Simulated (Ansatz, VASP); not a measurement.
# Two plane-wave programs on MgO

```
Mg O
1.0
     3.50022    0.00000    0.00000
    -1.75011    3.03128    0.00000
     0.00000    0.00000    4.01615
Mg O
2 2
Direct
  0.66667 0.33333 0.75000
  0.33333 0.66667 0.25000
  0.66667 0.33333 0.25000
  0.33333 0.66667 0.75000
```

Alike in both runs: task single point; functional PBE; k mesh 9 × 9 × 6; occupations gaussian, width 0.05 eV; no spin polarisation.

```csv
,VASP,Ansatz
version,VASP 6.6.1,Ansatz 0.2.0
potentials or method,"VASP PAW PBE potentials, release 64 (Mg, O), cutoff 520 eV","scalar-relativistic, plane waves, PAW"
valence electrons in the cell,16,32
```

Ansatz gave:

```
gap on the k mesh at the Fermi level (eV)                     : 3.66
least direct gap on the mesh (eV)                             : 3.66
pressure (GPa)                                                : 10.4
traceless stress, the component that is largest in VASP (GPa) : 8.05
```

Q: Estimate VASP's values.

A: gap on the k mesh at the Fermi level (eV): 3.64; least direct gap on the mesh (eV): 3.64; pressure (GPa): 9.8; traceless stress, the component that is largest in VASP (GPa): 8.00.

VASP's potentials hold 16 valence electrons a cell and Ansatz's 32, so a difference there can come from the potentials and not from the codes.
